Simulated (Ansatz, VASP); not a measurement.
# One calculation of Al, two programs

```xyz
2
Lattice="2.8828 0.0000 0.0000 -1.4414 2.4965 0.0000 0.0000 0.0000 5.1102" Properties=species:S:1:pos:R:3 pbc="T T T"
Al    1.4414    0.8322    3.8326
Al    0.0000    1.6644    1.2775
```

Change from the starting cell: strain +0.025 along x and y, +0.050 along z, atoms carried along.

Alike in both runs: task single point; functional PBEsol; dispersion D3(BJ); k mesh 18 × 18 × 10; occupations gaussian, width 0.15 eV; no spin polarisation.

|  | VASP | Ansatz |
| --- | --- | --- |
| version | VASP 6.6.1 | Ansatz 0.2.0 |
| potentials or method | VASP PAW PBE potentials, release 64 (Al), cutoff 520 eV | scalar-relativistic, plane waves, PAW |
| valence electrons in the cell | 6 | 6 |

```tsv
	VASP	Ansatz	Ansatz less VASP
gap on the k mesh at the Fermi level (eV)	none	none	-
pressure (GPa)	-9.3	-9.4	-0.03
traceless stress, the component that is largest in VASP (GPa)	-1.39	-1.38	+0.012
```

VASP's potentials were made for PBE, not for PBEsol. A gap of «none» marks a metal or a gap that the smearing closes.
